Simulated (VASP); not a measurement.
## SiC: single point with PBE

SiC:

```
Si C
1.0
     0.00000    2.13052    2.17400
     2.13052    0.00000    2.17400
     2.13052    2.13052    0.00000
Si C
1 1
Direct
  0.00000 0.00000 0.00000
  0.75000 0.75000 0.75000
```

| Quantity | Value |
| --- | --- |
| Program | VASP 6.6.1 |
| Task | single point |
| Functional | PBE |
| Potentials or basis | VASP PAW PBE potentials, release 64 (Si, C) |
| Cutoff | 520 eV |
| k mesh | 16 × 16 × 16 |
| Occupations | gaussian, width 0.001 eV |
| Spin | no spin polarisation |

| Quantity | Value |
| --- | --- |
| Pressure | 14.8 GPa |
| Band gap on the k mesh | 1.20 eV, indirect (least direct gap 4.57 eV) |

Stress tensor (GPa, compression positive):
```
16.64  0.00  0.00
 0.00 16.64  0.00
 0.00  0.00 11.18
```

Levels at points of the mesh, in eV from the valence-band top:
```tsv
k point	band 1	band 2	band 3	band 4	band 5	band 6	band 7	band 8
(0.00, 0.00, 0.00)	-15.83	-0.14	0.00	0.00	6.74	7.58	7.58	7.63
(0.50, 0.00, 0.00)	-12.08	-8.85	-1.24	-0.98	5.77	7.27	7.54	10.28
(0.50, 0.50, 0.00)	-10.69	-8.17	-3.17	-3.17	1.39	4.68	14.61	14.61
(0.50, 0.00, 0.50)	-10.53	-7.91	-3.41	-3.38	1.20	4.32	14.17	14.85
```

Run time: 39 s on 1 thread of Intel(R) Xeon(R) Platinum 8259CL CPU @ 2.50GHz (Skylake/Cascade Lake), on a shared host, peak memory 0.19 GiB.

A k mesh can miss the band edges.
